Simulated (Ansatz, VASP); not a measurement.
## TaVN2 in VASP and in Ansatz

Contents of INCAR:

```
PREC = Accurate ; ENCUT = 520
EDIFF = 1E-7 ; ISMEAR = -1
SIGMA = 0.05 ; LREAL = False
LASPH = True ; NELM = 150
ALGO = Normal ; ISIF = 2
LWAVE = False ; LCHARG = False
ISPIN = 2 ; MAGMOM = 0 2 0 0
LORBIT = 11 ; LMAXMIX = 4
GGA = PE ; NBANDS = 29
```

Contents of KPOINTS:

```
Automatic mesh
0
Gamma
  9 9 6
```

File POSCAR:

```
TaVN2
1.0
    3.1096834999      0.0000000000      0.0000000000
    0.0000000000      3.1096834999      0.0000000000
    0.0000000000      0.0000000000      4.3803199011
Ta V N
1 1 2
Direct
    0.0000000000      0.0000000000      0.0000000000
    0.5000000000      0.5000000000      0.5000000000
    0.5000000000      0.5000000000      0.0000000000
    0.0000000000      0.0000000000      0.5000000000
```

Contents of input.yaml:

```yaml
crystal:
  lattice:
    - [3.1096834999, 0.0, 0.0]
    - [0.0, 3.1096834999, 0.0]
    - [0.0, 0.0, 4.3803199011]
  atoms:
    - { symbol: Ta, position: [0.0, 0.0, 0.0] }
    - { symbol: V, position: [0.5, 0.5, 0.5], spin: 2.0 }
    - { symbol: "N", position: [0.5, 0.5, 0.0] }
    - { symbol: "N", position: [0.0, 0.0, 0.5] }
hamiltonian:
  xc: pbe
  pseudopotentials: { kind: paw }
magnetization:
  spin_polarized: true
kpoints:
  mp_grid: { grid: [9, 9, 6] }
scf:
  occupations: { method: fermi_dirac, width: 0.05 }
output:
  forces: true
  stress: true
  eigenvalues: true
  write_density: true
  write_potential: true
  elf: true
  volumetric_format: npy
```

Alike in both runs: task single point; functional PBE; k mesh 9 × 9 × 6; occupations fermi-dirac, width 0.05 eV; collinear spin.

|  | VASP | Ansatz |
| --- | --- | --- |
| version | VASP 6.6.1 | Ansatz 0.2.0 |
| potentials or method | VASP PAW PBE potentials, release 64 (Ta_pv, V_sv, N) | Ansatz PAW |
| plane-wave cutoff (eV) | 520 | 420 |
| valence electrons in the cell | 34 | 36 |

|  | VASP | Ansatz | Ansatz less VASP |
| --- | --- | --- | --- |
| gap on the k mesh at the Fermi level (eV) | none | none | - |
| pressure (GPa) | -15.0 | -15.6 | -0.54 |
| traceless stress, the component that is largest in VASP (GPa) | -0.18 | -0.22 | -0.041 |
| net moment per atom (μB) | 0.35 | 0.35 | -0.002 |
| size of the moment on the site where the two differ most (μB) | 1.36 | 1.18 | -0.179 |

Site moments also hang on the region over which each program counts them. A gap of «none» marks a metal or a gap that the smearing closes. VASP's potentials hold 34 valence electrons a cell and Ansatz's 36, so a difference there can come from the potentials and not from the codes.

Spin-orbit coupling is off throughout.
